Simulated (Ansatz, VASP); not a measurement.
**Two plane-wave programs on Si3Ge**

Contents of POSCAR:

```
Si3Ge
1.0
    1.9230286518      1.1102611098      6.2769130624
   -1.9230286518      1.1102611098      6.2769130624
    0.0000000000     -2.2205222196      6.2769130624
Si Ge
3 1
Direct
    1.0013363433      0.0013363433      0.0013363433
    0.4987055951      0.4987055951      0.4987055951
    0.3750071689      0.3750071689      0.3750071689
    0.8749508926      0.8749508926      0.8749508926
```

Contents of INCAR.step1:

```
SYSTEM = Si3Ge
ALGO = Normal
EDIFF = 1E-4
ENCUT = 520
GGA = PE
ISMEAR = 0
LASPH = .True.
LCHARG = .False.
LREAL = .False.
LWAVE = .True.
NBANDS = 21
NELM = 80
PREC = Accurate
SIGMA = 0.01
```

File INCAR.step2:

```
SYSTEM = Si3Ge
ALGO = Normal
EDIFF = 1E-7
ENCUT = 520
ISIF = 2
ISMEAR = 0
ISTART = 1
LASPH = .True.
LCHARG = .True.
LELF = .True.
LMIXTAU = .True.
LREAL = .False.
LVHAR = .True.
LWAVE = .False.
METAGGA = R2SCAN
NBANDS = 21
NELM = 80
PREC = Accurate
SIGMA = 0.01
```

KPOINTS

```
k-points
0
Gamma
  6 6 6
  0 0 0
```

Input for Ansatz:

```yaml
crystal:
  lattice:
    - [1.9230286518, 1.1102611098, 6.2769130624]
    - [-1.9230286518, 1.1102611098, 6.2769130624]
    - [0.0, -2.2205222196, 6.2769130624]
  atoms:
    - { symbol: Si, position: [1.0013363433, 0.0013363433, 0.0013363433] }
    - { symbol: Si, position: [0.4987055951, 0.4987055951, 0.4987055951] }
    - { symbol: Si, position: [0.3750071689, 0.3750071689, 0.3750071689] }
    - { symbol: Ge, position: [0.8749508926, 0.8749508926, 0.8749508926] }
kpoints:
  mp_grid: { grid: [6, 6, 6] }
hamiltonian:
  xc: r2scan
scf:
  occupations: { method: fixed }
  n_extra_bands: 5
output:
  forces: true
  stress: true
  eigenvalues: true
```

Alike in both runs: task single point; functional r2SCAN; k mesh 6 × 6 × 6; no spin polarisation.

|  | VASP | Ansatz |
| --- | --- | --- |
| version | VASP 6.6.1 | Ansatz 0.2.0 |
| potentials or method | VASP PAW PBE potentials, release 64 (Si, Ge_d) | plane waves, PAW |
| plane-wave cutoff (eV) | 520 | 500 |
| occupations | gaussian, width 0.01 eV | fixed |
| valence electrons in the cell | 26 | 26 |

|  | VASP | Ansatz | Ansatz less VASP |
| --- | --- | --- | --- |
| gap on the k mesh at the Fermi level (eV) | 0.75 | 0.74 | -0.007 |
| pressure (GPa) | 2.8 | 3.0 | +0.15 |
| traceless stress, the component that is largest in VASP (GPa) | -0.14 | -0.14 | +0.002 |
| rms of the force components (eV/Å) | 0.008 | 0.006 | -0.0018 |

VASP's potentials were made for PBE, not for r2SCAN. Atom by atom the forces differ by 0.007 eV/Å (rms over components).
